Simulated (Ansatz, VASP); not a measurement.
One calculation of Ca, two programs

File INCAR:

```
SYSTEM = Ca
AGGAC = 1.0
AGGAX = 1.0
ALDAC = 0.0
ALDAX = 1.0
ALGO = Normal
EDIFF = 1E-7
ENCUT = 520
GGA = B5
ISIF = 2
ISMEAR = -1
LASPH = .True.
LCHARG = .False.
LREAL = .False.
LWAVE = .False.
NBANDS = 17
NELM = 80
PREC = Accurate
SIGMA = 0.1
```

Contents of KPOINTS:

```
k-points
0
Gamma
  11 11 6
  0 0 0
```

The input POSCAR:

```
Ca
1.0
    3.8145930045      0.0000000000      0.0000000000
   -1.9072965023      3.3035344470      0.0000000000
    0.0000000000      0.0000000000      6.2593744744
Ca
2
Direct
    0.3333333333      0.6666666667      0.2500000000
    0.6666666667      0.3333333333      0.7500000000
```

Input for Ansatz:

```yaml
crystal:
  lattice:
    - [3.8145930045, 0.0, 0.0]
    - [-1.9072965023, 3.303534447, 0.0]
    - [0.0, 0.0, 6.2593744744]
  atoms:
    - { symbol: Ca, position: [0.3333333333, 0.6666666667, 0.25] }
    - { symbol: Ca, position: [0.6666666667, 0.3333333333, 0.75] }
hamiltonian:
  xc: blyp
  pseudopotentials:
    kind: paw
    azcp:
      Ca: "pseudopotentials/Ca.paw.azcp"
basis:
  ecutwfc: 420
  fft_grid_basis: typed
kpoints:
  mp_grid: { grid: [11, 11, 6], shift: [0, 0, 0] }
magnetization:
  spin_polarized: false
scf:
  occupations: { method: fermi_dirac, width: 0.1 }
  lower_state_search: "off"
output:
  stress: true
```

Alike in both runs: task single point; functional BLYP; k mesh 11 × 11 × 6; occupations fermi-dirac, width 0.1 eV; no spin polarisation.

```csv
,VASP,Ansatz
version,VASP 6.6.1,Ansatz 0.2.0
potentials or method,"VASP PAW PBE potentials, release 64 (Ca_sv), cutoff 520 eV","plane waves (420 eV) with PAW, scalar-relativistic"
valence electrons in the cell,20,20
```

|  | VASP | Ansatz | Ansatz less VASP |
| --- | --- | --- | --- |
| pressure (GPa) | 1.6 | 1.5 | -0.02 |
| traceless stress, the component that is largest in VASP (GPa) | 0.05 | 0.05 | -0.001 |

VASP's potentials were made for PBE, not for BLYP.
